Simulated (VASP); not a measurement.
# AlN (P6_3mc) in VASP: notebook

Runs on AlN. Level: PBE. Tasks: single point, relaxation of cell and atoms.

Program: VASP 6.6.1. These are calculated values, not measurements. Logs are shortened: lines on timing, memory, paths and dates and some standing lists are left out, and cuts for length are marked.

**What was measured.**

“Self-assembly of well-separated AlN nanowires directly on sputtered metallic TiN films”, 2019, arxiv:1910.07391 quotes, for a bulk crystal of AlN at 10 K: band gap 6.034 eV (an exciton energy, a little under the gap).

The results are compared with them further down.

### Step 1. The cell of the first run

It takes space group P6_3mc (No. 186, hexagonal). The conventional cell has a = 3.130 Å, b = 3.130 Å, c = 5.018 Å, α = 90.00°, β = 90.00°, γ = 120.00°. Within 2.5 Å of Al (site symmetry 3m) lie 4 N at 1.90 to 1.91 Å. Within 2.5 Å of N (site symmetry 3m) lie 4 Al at 1.90 to 1.91 Å.

### Step 2. Single point, PBE

INCAR

```
ALGO = Normal
EDIFF = 1E-7
ENCUT = 520
GGA = PE
ISIF = 2
ISMEAR = -1
LASPH = T
LCHARG = F
LREAL = F
LWAVE = F
NBANDS = 16
NELM = 100
PREC = Accurate
SIGMA = 0.05
```

KPOINTS

```
k-points
0
Gamma
  10 10 6
```

POSCAR

```
AlN
1.0
    3.1296604437      0.0000000000      0.0000000000
   -1.5648302218      2.7103654495      0.0000000000
    0.0000000000      0.0000000000      5.0176108533
Al N
2 2
Direct
    0.6666666667      0.3333333333      0.4992385747
    0.3333333333      0.6666666667     -0.0007614253
    0.6666666667      0.3333333333      0.8807614253
    0.3333333333      0.6666666667      0.3807614253
```

Potentials or basis: VASP PAW PBE potentials, release 64 (Al, N).

Launch:

```sh
$ cat potpaw_PBE.64/Al/POTCAR potpaw_PBE.64/N/POTCAR > POTCAR
$ mpirun -np 1 vasp_std > vasp.out
```

OUTCAR:

```text
EDIFF = 1E-7
   ENCUT = 520
   GGA = PE
   ISIF = 2
   ISMEAR = -1
   LASPH = T
   LREAL = F
   NELM = 100
   PREC = Accurate

 ion  position               nearest neighbor table
   1  0.667  0.333  0.499-   4 1.90   4 1.90   4 1.90   3 1.91   2 3.09   2 3.09   2 3.09   2 3.09
                             2 3.09   2 3.09
   2  0.333  0.667  0.999-   3 1.90   3 1.90   3 1.90   4 1.91   1 3.09   1 3.09   1 3.09   1 3.09
                             1 3.09   1 3.09
   3  0.667  0.333  0.881-   2 1.90   2 1.90   2 1.90   1 1.91
   4  0.333  0.667  0.381-   1 1.90   1 1.90   1 1.90   2 1.91

  LATTYP: Found a hexagonal cell.
 ALAT       =     3.1296604437
 C/A-ratio  =     1.6032444872

  Lattice vectors:

 A1 = (   3.1296604437,   0.0000000000,   0.0000000000)
 A2 = (  -1.5648302218,   2.7103654495,   0.0000000000)
 A3 = (   0.0000000000,   0.0000000000,   5.0176108533)

Analysis of symmetry for initial positions (statically):
=====================================================================
 Subroutine PRICEL returns:
 Original cell was already a primitive cell.

 Routine SETGRP: Setting up the symmetry group for a
 hexagonal supercell.

 Subroutine GETGRP returns: Found 12 space group operations
 (whereof  6 operations were pure point group operations)
 out of a pool of 24 trial point group operations.

The static configuration has the point symmetry C_3v.
 The point group associated with its full space group is C_6v.

Analysis of symmetry for dynamics (positions and initial velocities):
=====================================================================
 Subroutine PRICEL returns:
 Original cell was already a primitive cell.

 Routine SETGRP: Setting up the symmetry group for a
 hexagonal supercell.

 Subroutine GETGRP returns: Found 12 space group operations
 (whereof  6 operations were pure point group operations)
 out of a pool of 24 trial point group operations.

The dynamic configuration has the point symmetry C_3v.
 The point group associated with its full space group is C_6v.

 Subroutine INISYM returns: Found 12 space group operations
 (whereof  6 operations are pure point group operations),
 and found     1 'primitive' translations

----------------------------------------------------------------------------------------

                                     Primitive cell

  volume of cell :      42.5620

  direct lattice vectors                    reciprocal lattice vectors
     3.129660444  0.000000000  0.000000000     0.319523481  0.184476968  0.000000000
    -1.564830222  2.710365449  0.000000000     0.000000000  0.368953936  0.000000000
     0.000000000  0.000000000  5.017610853     0.000000000  0.000000000  0.199298038

  length of vectors
     3.129660444  3.129660444  5.017610853     0.368953936  0.368953936  0.199298038

  position of ions in fractional coordinates (direct lattice)
     0.666666667  0.333333333  0.499238575
     0.333333333  0.666666667  0.999238575
     0.666666667  0.333333333  0.880761425
     0.333333333  0.666666667  0.380761425

  ion indices of the primitive-cell ions
   primitive index   ion index
                 1           1
                 2           2
                 3           3
                 4           4

----------------------------------------------------------------------------------------

 KPOINTS: k-points

Automatic generation of k-mesh.
 Grid dimensions read from file:
 generate k-points for:   10   10    6

 Generating k-lattice:

  Cartesian coordinates                     Fractional coordinates (reciprocal lattice)
     0.031952348  0.018447697  0.000000000     0.100000000 -0.000000000  0.000000000
     0.000000000  0.036895394  0.000000000     0.000000000  0.100000000  0.000000000
     0.000000000  0.000000000  0.033216340     0.000000000  0.000000000  0.166666667

  Length of vectors
     0.036895394  0.036895394  0.033216340

  Shift w.r.t. Gamma in fractional coordinates (k-lattice)
     0.000000000  0.000000000  0.000000000

 Subroutine IBZKPT returns following result:
 ===========================================

 Found     56 irreducible k-points:

 Following reciprocal coordinates:
            Coordinates               Weight
  0.000000  0.000000  0.000000      1.000000
  0.100000  0.000000  0.000000      6.000000
  0.200000  0.000000  0.000000      6.000000
  0.300000  0.000000  0.000000      6.000000
  0.400000  0.000000  0.000000      6.000000
  0.500000  0.000000  0.000000      3.000000
[... 16 lines left out ...]
  0.300000  0.100000  0.166667     24.000000
  0.400000  0.100000  0.166667     24.000000
 [... further k-points ...]
   k-points           NKPTS =     56   k-points in BZ     NKDIM =     56   number of bands    NBANDS=     16
   number of dos      NEDOS =    301   number of ions     NIONS =      4
   total plane-waves  NPLWV =  23040
   dimension x,y,z NGX =    24 NGY =   24 NGZ =   40
   dimension x,y,z NGXF=    48 NGYF=   48 NGZF=   80
   ions per type =               2   2
   NGX,Y,Z   is equivalent  to a cutoff of  12.75, 12.75, 13.25 a.u.
   NGXF,Y,Z  is equivalent  to a cutoff of  25.50, 25.50, 26.51 a.u.
 SYSTEM =  unknown system
   PREC   = accura    normal or accurate (medium, high low for compatibility)
   ISTART =      0    job   : 0-new  1-cont  2-samecut
   ICHARG =      2    charge: 1-file 2-atom 10-const
   ISPIN  =      1    spin polarized calculation?
   LNONCOLLINEAR =      F non collinear calculations
   LSORBIT =      F    spin-orbit coupling
   LASPH  =      T    aspherical Exc in radial PAW
   ENCUT  =  520.0 eV  38.22 Ry    6.18 a.u.   5.82  5.82  9.33*2*pi/ulx,y,z
   NELM   =    100;   NELMIN=  2; NELMDL= -5     # of ELM steps
   EDIFF  = 0.1E-06   stopping-criterion for ELM
   LREAL  =      F    real-space projection
   EDIFFG = 0.1E-05   stopping-criterion for IOM
   NSW    =      0    number of steps for IOM
   IBRION =     -1    ionic relax: 0-MD 1-quasi-New 2-CG
   NFREE  =      0    steps in history (QN), initial steepest desc. (CG)
   ISIF   =      2    stress and relaxation
   ISYM   =      2    0-nonsym 1-usesym 2-fastsym
   POTIM  = 0.5000    time-step for ionic-motion
   TEBEG  =    0.0;   TEEND  =   0.0 temperature during run
   PSTRESS=    0.0 pullay stress
   NELECT =      16.0000    total number of electrons
   NUPDOWN=      -1.0000    fix difference up-down
   EMIN   =  10.00;   EMAX   =-10.00  energy-range for DOS
   EFERMI =   0.00;   METHOD = LEGACY
   ISMEAR =    -1;   SIGMA  =   0.05  broadening in eV -4-tet -1-fermi 0-gaus
   EFERMI_NEDOS =   21; number of points for ismear=-14 and -15
   IALGO  =     38    algorithm
   IMIX   =      4    mixing-type and parameters
     AMIX     =   0.40;   BMIX     =  1.00
     AMIX_MAG =   1.60;   BMIX_MAG =  1.00
  volume/ion in A,a.u.               =      10.64        71.81
  Fermi-wavevector in a.u.,A,eV,Ry     =   1.181519  2.232748 18.993567  1.395988
  Thomas-Fermi vector in A             =   2.317791
   LORBIT       =      0    0 simple, 1 ext, 2 COOP (PROOUT), +10 PAW based schemes
   GGA     = PE    functional components
   LHFCALC =     F    Hartree Fock is set to
   AEXX    =    0.0000 exact exchange contribution
   IVDW    =     0    specifies the selected vdW correction
   LEPSILON=     F    determine dielectric tensor
   LRPA    =     F    only Hartree local field effects (RPA)
 non-spin polarized calculation
  energy-cutoff  :      520.00
  volume of cell :       42.56
 maximum number of plane-waves:      1170
 NGX is ok and might be reduce to    24
   NGX = 11   NGY = 11   NGZ = 19

 number of electron      15.9999998 magnetization

 Free energy of the ion-electron system (eV)
  ---------------------------------------------------
  ext. energy  EPLUGINS =         0.00000000
  ---------------------------------------------------
  free energy    TOTEN  =       -29.78052154 eV

  energy without entropy =      -29.78052154  energy(sigma->0) =      -29.78052154

 E-fermi :   6.9281     XC(G=0): -10.8289

 val. band max:        5.9679925570   @ k =   0.0000   0.0000   0.0000
 cond. band min:      10.0153709132   @ k =   0.0000   0.0000   0.0000
 fundamental gap:      4.0473783562
 Fermi energy:         6.9281014261

 k-point     1 :       0.0000    0.0000    0.0000
  band No.  band energies     occupation
      1      -9.1016      2.00000
      2      -7.0179      2.00000
      3       0.0607      2.00000
      4       5.1236      2.00000
      5       5.1236      2.00000
      6       5.7660      2.00000
[... 8 lines left out ...]
     15      18.9385      0.00000
     16      18.9385      0.00000

 k-point     2 :       0.1000    0.0000    0.0000
  band No.  band energies     occupation
      1      -8.9771      2.00000
      2      -6.9478      2.00000
      3       0.2100      2.00000
      4       4.5488      2.00000
      5       4.9631      2.00000
      6       5.1961      2.00000
[... 8 lines left out ...]
     15      18.8943      0.00000
     16      19.0031      0.00000

 k-point     3 :       0.2000    0.0000    0.0000
  band No.  band energies     occupation
      1      -8.6200      2.00000
      2      -6.7653      2.00000
      3       0.6464      2.00000
      4       3.2558      2.00000
      5       4.0951      2.00000
      6       4.6136      2.00000
[... 8 lines left out ...]
     15      18.0677      0.00000
     16      18.6000      0.00000

 k-point     4 :       0.3000    0.0000    0.0000
  band No.  band energies     occupation
      1      -8.0869      2.00000
      2      -6.5590      2.00000
      3       1.3257      2.00000
      4       1.9188      2.00000
      5       2.9939      2.00000
      6       4.2566      2.00000
[... 8 lines left out ...]
     15      17.8363      0.00000
     16      19.7733      0.00000
[... 324 lines left out ...]
 k-point    22 :       0.2000    0.1000    0.1667
  band No.  band energies     occupation
      1      -8.1987      2.00000
      2      -6.7664      2.00000
      3       1.1722      2.00000
      4       2.7072      2.00000
      5       3.1587      2.00000
      6       4.3405      2.00000
[... 8 lines left out ...]
     15      18.1875      0.00000
     16      19.5292      0.00000

 k-point    23 :       0.3000    0.1000    0.1667
  band No.  band energies     occupation
      1      -7.6461      2.00000
      2      -6.5662      2.00000
      3       1.1314      2.00000
      4       1.9575      2.00000
      5       2.7063      2.00000
      6       3.8763      2.00000
[... 8 lines left out ...]
     15      18.1618      0.00000
     16      20.1970      0.00000

 k-point    24 :       0.4000    0.1000    0.1667
  band No.  band energies     occupation
      1      -7.1680      2.00000
      2      -6.5259      2.00000
      3       0.6343      2.00000
      4       1.6200      2.00000
      5       2.9483      2.00000
      6       3.7112      2.00000
[... 8 lines left out ...]
     15      18.4340      0.00000
     16      20.6672      0.00000

 [... further k-points ...]

------------------------ aborting loop because EDIFF is reached ----------------------------------------

  FORCE on cell =-STRESS in cart. coord.  units (eV):
  Direction    XX          YY          ZZ          XY          YZ          ZX
  --------------------------------------------------------------------------------------
  -------------------------------------------------------------------------------------
  Total       -0.0493292     -0.0493292     -0.0420311     -0.0000000      0.0000000      0.0000000
  in kB       -1.8569171     -1.8569171     -1.5821937     -0.0000000      0.0000000      0.0000000
  external PRESSURE =      -1.7653427 kB  Pullay stress =       0.0000000 kB

 VOLUME and BASIS-vectors are now :
 -----------------------------------------------------------------------------
  energy-cutoff  :      520.00
  volume of cell :       42.56
      direct lattice vectors                 reciprocal lattice vectors
     3.129660444  0.000000000  0.000000000     0.319523481  0.184476968  0.000000000
    -1.564830222  2.710365449  0.000000000     0.000000000  0.368953936  0.000000000
     0.000000000  0.000000000  5.017610853     0.000000000  0.000000000  0.199298038

 POSITION                                       TOTAL-FORCE (eV/Angst)
 -----------------------------------------------------------------------------------
      1.56483      0.90346      2.50498         0.000000     -0.000000      0.000580
     -0.00000      1.80691      5.01379        -0.000000     -0.000000      0.000580
      1.56483      0.90346      4.41932        -0.000000      0.000000     -0.000580
     -0.00000      1.80691      1.91051         0.000000     -0.000000     -0.000580
 -----------------------------------------------------------------------------------
    total drift:                               -0.000000     -0.000000      0.000534

  FREE ENERGIE OF THE ION-ELECTRON SYSTEM (eV)
  ---------------------------------------------------
  free  energy   TOTEN  =       -29.7805215353 eV

  energy  without entropy=      -29.7805215352  energy(sigma->0) =      -29.78052154
```

Run time: 52 s. Hardware: 1 thread of Intel Xeon 8259CL, shared host; peak memory 0.17 GiB.

What came out:

```
Free energy            : -29.7805 eV
Pressure               : -0.2 GPa
Band gap on the k mesh : 4.05 eV
```

(Part 1 of 3 ends here.)
